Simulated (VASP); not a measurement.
K2ScSi2, 5 atoms in the cell. The structure is tetragonal, space group I4/mmm (No. 139). Conventional cell: a = 4.519 Å, b = 4.519 Å, c = 11.540 Å, α = 90.00°, β = 90.00°, γ = 90.00°. Within 4.6 Å of Sc (site symmetry 4/mmm) lie 10 Si at 3.51 to 4.33 Å and 8 K at 3.66 Å and 4 Sc at 4.52 Å. Within 3.5 Å of K (site symmetry -4m2) lie 4 Si at 2.68 Å and 4 K at 3.20 Å. Within 3.6 Å of Si (site symmetry 4mm) lie 4 K at 2.68 Å and 1 Si at 2.88 Å and 4 Sc at 3.51 Å. 

| Quantity | Value |
| --- | --- |
| Program | VASP 6.6.1 |
| Task | single point |
| Functional | r2SCAN |
| Potentials or basis | VASP PAW PBE potentials, release 64 (Sc_sv, K_sv, Si) |
| Cutoff | 520 eV |
| k mesh | 4 × 4 × 4 |
| Occupations | fermi-dirac, width 0.1 eV |
| Spin | no spin polarisation |
| Dipole correction | no |
| Further INCAR settings | ALGO = Normal; EDIFF = 1e-07; NBANDS = 26 |

Potentials or basis: VASP PAW PBE potentials, release 64 (Sc_sv, K_sv, Si).

Launch:

```bash
$ cat potpaw_PBE.64/Sc_sv/POTCAR potpaw_PBE.64/K_sv/POTCAR potpaw_PBE.64/Si/POTCAR > POTCAR
$ cp INCAR.step1 INCAR
$ mpirun -np 1 vasp_std > vasp.out
$ cp INCAR.step2 INCAR
$ mpirun -np 1 vasp_std > vasp.out
```

Hardware: 1 thread of Intel(R) Xeon(R) Platinum 8259CL CPU @ 2.50GHz (Skylake/Cascade Lake) (shared host).

**Question.** Estimate the wall time of this run.

**Answer.** It took 3.1 min on 1 thread of Intel(R) Xeon(R) Platinum 8259CL CPU @ 2.50GHz (Skylake/Cascade Lake) (shared host), peak memory 0.28 GiB. Counts: k points 13.
